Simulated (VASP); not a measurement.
Write the native input for VASP 6.6.1 that does the following.

| Property | Result |
| --- | --- |
| Task | single point |
| Functional | r2SCAN |
| Potentials or basis | VASP PAW PBE potentials, release 64 (Al, As) |
| Cutoff | 550 eV |
| k mesh | 8 × 8 × 8 |
| Occupations | fermi-dirac, width 0.02 eV |
| Spin | no spin polarisation |
| Dipole correction | no |
| Further INCAR settings | ALGO = Normal; EDIFF = 1e-06; NBANDS = 11 |

AlAs:

```
CELL_PARAMETERS angstrom
0.00000 2.83892 2.83892
2.83892 0.00000 2.83892
2.83892 2.83892 0.00000
ATOMIC_POSITIONS crystal
Al 0.00000 0.00000 0.00000
As 0.25000 0.25000 0.25000
```

One way to write it, as run:

POSCAR

```
AlAs
1.0
    0.0000000000      2.8389245968      2.8389245968
    2.8389245968      0.0000000000      2.8389245968
    2.8389245968      2.8389245968      0.0000000000
Al As
1 1
Direct
    0.0000000000      0.0000000000      0.0000000000
    0.2500000000      0.2500000000      0.2500000000
```

INCAR.step1

```
  PREC = Accurate
  ENCUT = 550
  ISMEAR = -1
  SIGMA = 0.02
  LREAL = False
  LASPH = True
  NELM = 120
  NBANDS = 11
  GGA = PE
  ALGO = Normal
  EDIFF = 1E-5
  LWAVE = True
  LCHARG = False
  GGA_COMPAT = False
```

INCAR.step2

```
  PREC = Accurate
  ENCUT = 550
  EDIFF = 1E-6
  ISMEAR = -1
  SIGMA = 0.02
  LREAL = False
  LASPH = True
  NELM = 120
  ALGO = Normal
  ISIF = 2
  LWAVE = False
  LCHARG = False
  METAGGA = R2SCAN
  LMIXTAU = True
  NBANDS = 11
  ISTART = 1
  GGA_COMPAT = False
```

KPOINTS

```
Automatic mesh
0
Gamma
  8 8 8
```

Potentials or basis: VASP PAW PBE potentials, release 64 (Al, As).

Launch:

```sh
$ cat potpaw_PBE.64/Al/POTCAR potpaw_PBE.64/As/POTCAR > POTCAR
$ cp INCAR.step1 INCAR
$ mpirun -np 1 vasp_std > vasp.out
$ cp INCAR.step2 INCAR
$ mpirun -np 1 vasp_std > vasp.out
```

It gave:

| Property | Result |
| --- | --- |
| Pressure | 0.0 GPa |
| Band gap on the k mesh | 1.81 eV, indirect (least direct gap 2.63 eV) |

Caveat: the PAW data sets were made with another functional, which shifts forces and pressure a little.

It took 29 s on 1 thread of Intel(R) Xeon(R) 6975P-C (Granite Rapids) (shared host), peak memory 0.18 GiB.
